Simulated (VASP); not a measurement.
# Ca (P6_3/mmc) in VASP: further runs

Ca is run at these levels: PBEsol; tasks: relaxation of shape and atoms at fixed volume.

Everything below comes from runs of VASP 6.6.1. Logs are shortened: lines on timing, memory, paths and dates and some standing lists are left out, and cuts for length are marked.

### 1 The cell of the first run

The structure is hexagonal, space group P6_3/mmc (No. 194). The conventional cell has a = 3.057 Å, b = 3.057 Å, c = 5.039 Å, α = 90.00°, β = 90.00°, γ = 120.00°. Within 4.0 Å of Ca (site symmetry -6m2) lie 12 Ca at 3.06 to 3.08 Å.

This isn't the form of Ca at room conditions, which is fcc.

### 2 Relaxation of shape and atoms at fixed volume, PBEsol

INCAR reads:

```
SYSTEM = Ca
  PREC = Accurate
  ENCUT = 600
  EDIFF = 1E-6
  ISMEAR = -1
  SIGMA = 0.08
  LREAL = .False.
  LASPH = .True.
  NELM = 60
  ALGO = Normal
  ISIF = 4
  LWAVE = .False.
  LCHARG = .False.
  GGA = PS
  IBRION = 2
  NSW = 50
  EDIFFG = -0.005
```

KPOINTS reads:

```
Automatic mesh
0
Gamma
  11 11 6
  0 0 0
```

POSCAR reads:

```
Ca
1.0
    3.0573930587      0.0000000000      0.0000000000
   -1.5286965294      2.6477800582      0.0000000000
    0.0000000000      0.0000000000      5.0392238048
Ca
2
Direct
    0.3333333333      0.6666666667      0.2500000000
    0.6666666667      0.3333333333      0.7500000000
```

Potentials or basis: VASP PAW PBE potentials, release 64 (Ca_sv).

Launch:

```console
$ cat potpaw_PBE.64/Ca_sv/POTCAR > POTCAR
$ mpirun -np 1 vasp_std > vasp.out
```

OUTCAR:

```text
SYSTEM = Ca
   PREC = Accurate
   ENCUT = 600
   EDIFF = 1E-6
   ISMEAR = -1
   LREAL = .False.
   LASPH = .True.
   NELM = 60
   ISIF = 4
   GGA = PS
   IBRION = 2
   NSW = 50
   EDIFFG = -0.005

 ion  position               nearest neighbor table
   1  0.333  0.667  0.250-   2 3.08   2 3.08   2 3.08   2 3.08   2 3.08   2 3.08
   2  0.667  0.333  0.750-   1 3.08   1 3.08   1 3.08   1 3.08   1 3.08   1 3.08

  LATTYP: Found a hexagonal cell.
 ALAT       =     3.0573930587
 C/A-ratio  =     1.6482093431

  Lattice vectors:

 A1 = (   3.0573930587,   0.0000000000,   0.0000000000)
 A2 = (  -1.5286965294,   2.6477800582,   0.0000000000)
 A3 = (   0.0000000000,   0.0000000000,   5.0392238048)

Analysis of symmetry for initial positions (statically):
=====================================================================
 Subroutine PRICEL returns:
 Original cell was already a primitive cell.

 Routine SETGRP: Setting up the symmetry group for a
 hexagonal supercell.

 Subroutine GETGRP returns: Found 24 space group operations
 (whereof 12 operations were pure point group operations)
 out of a pool of 24 trial point group operations.

The static configuration has the point symmetry D_3d.
 The point group associated with its full space group is D_6h.

Analysis of symmetry for dynamics (positions and initial velocities):
=====================================================================
 Subroutine PRICEL returns:
 Original cell was already a primitive cell.

 Routine SETGRP: Setting up the symmetry group for a
 hexagonal supercell.

 Subroutine GETGRP returns: Found 24 space group operations
 (whereof 12 operations were pure point group operations)
 out of a pool of 24 trial point group operations.

The dynamic configuration has the point symmetry D_3d.
 The point group associated with its full space group is D_6h.

 Subroutine INISYM returns: Found 24 space group operations
 (whereof 12 operations are pure point group operations),
 and found     1 'primitive' translations

----------------------------------------------------------------------------------------

                                     Primitive cell

  volume of cell :      40.7941

  direct lattice vectors                    reciprocal lattice vectors
     3.057393059  0.000000000  0.000000000     0.327076035  0.188837437  0.000000000
    -1.528696529  2.647780058  0.000000000     0.000000000  0.377674874  0.000000000
[... 107 lines left out ...]
  Fermi-wavevector in a.u.,A,eV,Ry     =   1.290880  2.439410 22.672358  1.666371
  Thomas-Fermi vector in A             =   2.422684
   LORBIT       =      0    0 simple, 1 ext, 2 COOP (PROOUT), +10 PAW based schemes
   GGA     = PS    functional components
   LHFCALC =     F    Hartree Fock is set to
   AEXX    =    0.0000 exact exchange contribution
   IVDW    =     0    specifies the selected vdW correction
   LEPSILON=     F    determine dielectric tensor
   LRPA    =     F    only Hartree local field effects (RPA)
 conjugate gradient relaxation of ions
 non-spin polarized calculation
  energy-cutoff  :      600.00
  volume of cell :       40.79
 maximum number of plane-waves:      1382
   NGX = 13   NGY = 13   NGZ = 21

--------------------------------------- Ionic step        1  -------------------------------------------

 number of electron      20.0000000 magnetization

 Free energy of the ion-electron system (eV)
  ---------------------------------------------------
  ext. energy  EPLUGINS =         0.00000000
  ---------------------------------------------------
  free energy    TOTEN  =        -1.59483320 eV

  energy without entropy =       -1.55938232  energy(sigma->0) =       -1.57710776

------------------------ aborting loop because EDIFF is reached ----------------------------------------

  FORCE on cell =-STRESS in cart. coord.  units (eV):
  Direction    XX          YY          ZZ          XY          YZ          ZX
  --------------------------------------------------------------------------------------
  -------------------------------------------------------------------------------------
  Total        8.1714210      8.1714210      8.4198881     -0.0000000      0.0000000      0.0000000
  in kB      320.9307569    320.9307569    330.6892452     -0.0000000      0.0000000      0.0000000
  external PRESSURE =     324.1835864 kB  Pullay stress =       0.0000000 kB
[... 95 lines left out ...]
--------------------------------------- Ionic step        4  -------------------------------------------

 number of electron      20.0000002 magnetization

 Free energy of the ion-electron system (eV)
  ---------------------------------------------------
  ext. energy  EPLUGINS =         0.00000000
  ---------------------------------------------------
  free energy    TOTEN  =        -1.59601809 eV

  energy without entropy =       -1.56059689  energy(sigma->0) =       -1.57830749

 E-fermi :   5.5270     XC(G=0): -10.5359

 val. band max:        5.5218604778   @ k =   0.2727   0.0909   0.0000
 cond. band min:       5.5508538081   @ k =   0.2727   0.0909   0.0000
 fundamental gap:      0.0289933303
 Fermi energy:         5.5270151788

 k-point     1 :       0.0000    0.0000    0.0000
  band No.  band energies     occupation
      1     -34.9715      2.00000
      2     -34.7003      2.00000
      3     -16.7571      2.00000
      4     -15.4969      2.00000
      5     -15.4969      2.00000
      6     -15.3508      2.00000
      7     -15.3458      2.00000
      8     -15.3458      2.00000
      9       0.9023      2.00000
     10       4.1927      2.00000
     11       7.2944      0.00000
     12       8.5322      0.00000
     13       8.7509      0.00000
     14       8.7509      0.00000
[... 377 lines left out ...]
      1     -34.8286      2.00000
      2     -34.6487      2.00000
      3     -16.4712      2.00000
      4     -16.0210      2.00000
      5     -15.9503      2.00000
      6     -15.6501      2.00000
      7     -15.4845      2.00000
      8     -15.4513      2.00000
      9       2.6838      2.00000
     10       5.3139      1.86977
     11       6.0336      0.00355
     12       7.0106      0.00000
     13       8.2461      0.00000
     14       8.5683      0.00000

 [... further k-points ...]

------------------------ aborting loop because EDIFF is reached ----------------------------------------

  FORCE on cell =-STRESS in cart. coord.  units (eV):
  Direction    XX          YY          ZZ          XY          YZ          ZX
  --------------------------------------------------------------------------------------
  -------------------------------------------------------------------------------------
  Total        8.2793984      8.2793984      8.2830093     -0.0000000     -0.0000000     -0.0000000
  in kB      325.1715445    325.1715445    325.3133625     -0.0000000     -0.0000000     -0.0000000
  external PRESSURE =     325.2188171 kB  Pullay stress =       0.0000000 kB
[... 17 lines left out ...]
  FREE ENERGIE OF THE ION-ELECTRON SYSTEM (eV)
  ---------------------------------------------------
  free  energy   TOTEN  =        -1.5960180905 eV

  energy  without entropy=       -1.5605968945  energy(sigma->0) =       -1.57830749

 reached required accuracy - stopping structural energy minimisation
```

Run time: 40 s. Hardware: 1 thread of AMD EPYC 9R45 (Zen 5), shared host; peak memory 0.15 GiB.

Results:

```yaml
Free_energy: -1.5960 eV
Energy_gained_by_relaxing: 0.6 meV/atom
Ionic_steps: 4
Pressure_after_relaxing: 32.5 GPa
Band_gap_on_the_k_mesh: zero (bands 10 and 11 overlap by 0.87 eV)
```

Step by step:
```csv
step,energy change (eV),largest force (eV/Å),pressure (GPa),volume (Å³)
1,0.0000,0.0000,32.42,40.79
2,-0.0008,0.0000,32.48,40.79
3,-0.0012,0.0000,32.51,40.79
4,-0.0012,0.0000,32.52,40.79
```

Final structure:
```yaml
crystal:
  lattice:
    - [3.04361, 0.00000, 0.00000]
    - [-1.52181, 2.63584, 0.00000]
    - [0.00000, 0.00000, 5.08497]
  atoms:
    - { symbol: Ca, position: [0.33333, 0.66667, 0.25000] }
    - { symbol: Ca, position: [0.66667, 0.33333, 0.75000] }
```

Caveat: the PAW data sets were made with another functional, which shifts forces and pressure a little.

### 3 Relaxation of shape and atoms at fixed volume, PBEsol

This run uses another cell than the first one, of 23.66 Å³/atom.

INCAR reads:

```
SYSTEM = Ca
ALGO     = Normal         ! electronic algorithm
EDIFF    = 1E-6           ! SCF threshold, eV
EDIFFG   = -0.005         ! ionic threshold
ENCUT    = 600            ! plane-wave cutoff, eV
GGA      = PS             ! functional
IBRION   = 2              ! ionic algorithm
ISIF     = 4              ! what is computed and relaxed
ISMEAR   = -1             ! smearing method
LASPH    = .True.         ! aspherical terms in the spheres
LCHARG   = .False.        ! write CHGCAR
LREAL    = .False.        ! projectors in reciprocal space
LWAVE    = .False.        ! write WAVECAR
NELM     = 100            ! most SCF steps
NSW      = 50             ! ionic steps
PREC     = Accurate       ! precision mode
SIGMA    = 0.08           ! smearing width, eV
```

KPOINTS reads:

```
k-points
0
Gamma
  11 11 6
  0 0 0
```

POSCAR reads:

```
Ca
1.0
    3.2124566190      0.0000000000      0.0000000000
   -1.6062283095      2.7820690406      0.0000000000
    0.0000000000      0.0000000000      5.2948010136
Ca
2
Direct
    0.3333333333      0.6666666667      0.2500000000
    0.6666666667      0.3333333333      0.7500000000
```

Potentials or basis: VASP PAW PBE potentials, release 64 (Ca_sv).

Launch:

```console
$ cat potpaw_PBE.64/Ca_sv/POTCAR > POTCAR
$ mpirun -np 1 vasp_std > vasp.out
```

Wall time 60 s (1 thread of AMD EPYC 9R45 (Zen 5), shared host); peak memory 0.18 GiB.

The run converged. Its results:

* Free energy: -2.6737 eV
* Energy gained by relaxing: 1.1 meV/atom
* Ionic steps: 4
* Pressure after relaxing: 21.1 GPa
* Band gap on the k mesh: zero (bands 10 and 11 overlap by 0.48 eV)

The path:
| step | energy change (eV) | largest force (eV/Å) | pressure (GPa) | volume (Å³) |
| --- | --- | --- | --- | --- |
| 1 | 0.0000 | 0.0000 | 21.13 | 47.32 |
| 2 | -0.0018 | 0.0000 | 21.13 | 47.32 |
| 3 | -0.0023 | 0.0000 | 21.11 | 47.32 |
| 4 | -0.0023 | 0.0000 | 21.11 | 47.32 |

Final structure:
```
CELL_PARAMETERS angstrom
3.19425 0.00000 0.00000
-1.59712 2.76630 0.00000
0.00000 0.00000 5.35534
ATOMIC_POSITIONS crystal
Ca 0.33333 0.66667 0.25000
Ca 0.66667 0.33333 0.75000
```

Levels at points of the mesh, in eV from the Fermi level:
| k point | band 6 | band 7 | band 8 | band 9 | band 10 | band 11 | band 12 | band 13 | band 14 |
| --- | --- | --- | --- | --- | --- | --- | --- | --- | --- |
| (0.00, 0.00, 0.00) | -21.30 | -21.30 | -21.29 | -4.70 | -1.30 | 0.98 | 2.85 | 3.06 | 3.06 |
| (0.00, 0.00, 0.50) | -21.35 | -21.35 | -21.35 | -3.13 | -3.13 | 1.68 | 1.68 | 3.07 | 3.07 |

Caveat: the PAW data sets were made with another functional, which shifts forces and pressure a little.

### 4 Relaxation of shape and atoms at fixed volume, PBEsol

This run uses another cell than the first one, of 27.74 Å³/atom.

INCAR reads:

```
SYSTEM = Ca
  PREC = Accurate
  ENCUT = 600
  EDIFF = 1E-6
  ISMEAR = -1
  SIGMA = 0.08
  LREAL = .False.
  LASPH = .True.
  NELM = 100
  ALGO = Normal
  ISIF = 4
  LWAVE = .False.
  LCHARG = .False.
  GGA = PS
  IBRION = 2
  NSW = 50
  EDIFFG = -0.005
```

KPOINTS reads:

```
regular mesh
0
Gamma
  11 11 6
  0 0 0
```

POSCAR reads:

```
Ca
1.0
    3.3873825404      0.0000000000      0.0000000000
   -1.6936912702      2.9335593323      0.0000000000
    0.0000000000      0.0000000000      5.5831155516
Ca
2
Direct
    0.3333333333      0.6666666667      0.2500000000
    0.6666666667      0.3333333333      0.7500000000
```

Launch:

```console
$ cat potpaw_PBE.64/Ca_sv/POTCAR > POTCAR
$ mpirun -np 1 vasp_std > vasp.out
```

It took 62 s on 1 thread of AMD EPYC 9R45 (Zen 5), shared host; peak memory 0.19 GiB.

Results (log left out):

```
Free energy               : -3.5040 eV
Energy gained by relaxing : 0.3 meV/atom
Ionic steps               : 4
Pressure after relaxing   : 12.2 GPa
Band gap on the k mesh    : zero (bands 10 and 11 overlap by 0.25 eV)
```

Step by step:
| step | energy change (eV) | largest force (eV/Å) | pressure (GPa) | volume (Å³) |
| --- | --- | --- | --- | --- |
| 1 | 0.0000 | 0.0000 | 12.18 | 55.48 |
| 2 | -0.0004 | 0.0000 | 12.19 | 55.48 |
| 3 | -0.0006 | 0.0000 | 12.18 | 55.48 |
| 4 | -0.0006 | 0.0000 | 12.18 | 55.48 |

Final structure:
```xyz
2
Lattice="3.3779 0.0000 0.0000 -1.6889 2.9253 0.0000 0.0000 0.0000 5.6146" Properties=species:S:1:pos:R:3 pbc="T T T"
Ca    0.0000    1.9502    1.4036
Ca    1.6889    0.9751    4.2109
```

Levels at points of the mesh, in eV from the Fermi level:
| k point | band 7 | band 8 | band 9 | band 10 | band 11 | band 12 | band 13 | band 14 |
| --- | --- | --- | --- | --- | --- | --- | --- | --- |
| (0.00, 0.00, 0.00) | -21.76 | -21.75 | -4.66 | -1.27 | 0.44 | 2.72 | 2.84 | 2.84 |
| (0.00, 0.00, 0.50) | -21.79 | -21.79 | -3.26 | -3.26 | 1.58 | 1.58 | 2.84 | 2.84 |

Caveat: the PAW data sets were made with another functional, which shifts forces and pressure a little.

### 5 Relaxation of shape and atoms at fixed volume, PBEsol

This run uses another cell than the first one, of 31.82 Å³/atom.

INCAR reads:

```
ALGO = Normal
EDIFF = 1E-6
EDIFFG = -0.005
ENCUT = 600
GGA = PS
IBRION = 2
ISIF = 4
ISMEAR = -1
LASPH = T
LCHARG = F
LREAL = F
LWAVE = F
NELM = 60
NSW = 50
PREC = Accurate
SIGMA = 0.08
```

KPOINTS reads:

```
k-points
0
Gamma
  11 11 6
```

POSCAR reads:

```
Ca
1.0
    3.5458972055      0.0000000000      0.0000000000
   -1.7729486027      3.0708370591      0.0000000000
    0.0000000000      0.0000000000      5.8443809036
Ca
2
Direct
    0.3333333333      0.6666666667      0.2500000000
    0.6666666667      0.3333333333      0.7500000000
```

Launch:

```console
$ cat potpaw_PBE.64/Ca_sv/POTCAR > POTCAR
$ mpirun -np 1 vasp_std > vasp.out
```

It took 82 s on 1 thread of AMD EPYC 9R45 (Zen 5), shared host; peak memory 0.19 GiB.

Results (log left out):

```yaml
Free_energy: -3.9711 eV
Energy_gained_by_relaxing: 0.1 meV/atom
Ionic_steps: 5
Pressure_after_relaxing: 6.5 GPa
Band_gap_on_the_k_mesh: zero (bands 10 and 11 overlap by 0.18 eV)
```

The path:
| step | energy change (eV) | largest force (eV/Å) | pressure (GPa) | volume (Å³) |
| --- | --- | --- | --- | --- |
| 1 | 0.0000 | 0.0000 | 6.55 | 63.64 |
| 2 | -0.0002 | 0.0000 | 6.55 | 63.64 |
| 3 | -0.0002 | 0.0000 | 6.55 | 63.64 |
| 4 | -0.0003 | 0.0000 | 6.55 | 63.64 |
| 5 | -0.0002 | 0.0000 | 6.55 | 63.64 |

Final structure:
```
CELL_PARAMETERS angstrom
3.53874 0.00000 0.00000
-1.76937 3.06464 0.00000
0.00000 0.00000 5.86805
ATOMIC_POSITIONS crystal
Ca 0.33333 0.66667 0.25000
Ca 0.66667 0.33333 0.75000
```

Levels at points of the mesh, in eV from the Fermi level:
```
           k point  band 6  band 7  band 8  band 9  band 10  band 11  band 12  band 13  band 14
(0.00, 0.00, 0.00)  -22.14  -22.14  -22.13   -4.53    -1.22     0.10     2.56     2.65     2.65
(0.00, 0.00, 0.50)  -22.16  -22.16  -22.16   -3.28    -3.28     1.50     1.50     2.65     2.65
```

Caveat: the PAW data sets were made with another functional, which shifts forces and pressure a little.

### 6 Overview

```csv
cell,gap on the mesh (eV),pressure (GPa)
"relaxed from a = 3.057, b = 3.057, c = 5.039 Å, angles 90.0, 90.0, 120.0°, 2 atoms",none,32.5
"relaxed from a = 3.212, b = 3.212, c = 5.295 Å, angles 90.0, 90.0, 120.0°, 2 atoms",none,21.1
"relaxed from a = 3.387, b = 3.387, c = 5.583 Å, angles 90.0, 90.0, 120.0°, 2 atoms",none,12.2
"relaxed from a = 3.546, b = 3.546, c = 5.844 Å, angles 90.0, 90.0, 120.0°, 2 atoms",none,6.5
```

Alike in all rows: task relaxation of shape and atoms at fixed volume; level PBEsol; potentials or basis VASP PAW PBE potentials, release 64 (Ca_sv); no spin polarisation; k mesh 11 × 11 × 6; cutoff (eV) 600; smearing fermi-dirac 0.08 eV.

Caveats: the PAW data sets were made with another functional, which shifts forces and pressure a little.

Absolute energies hang on the potentials; compare differences alone.
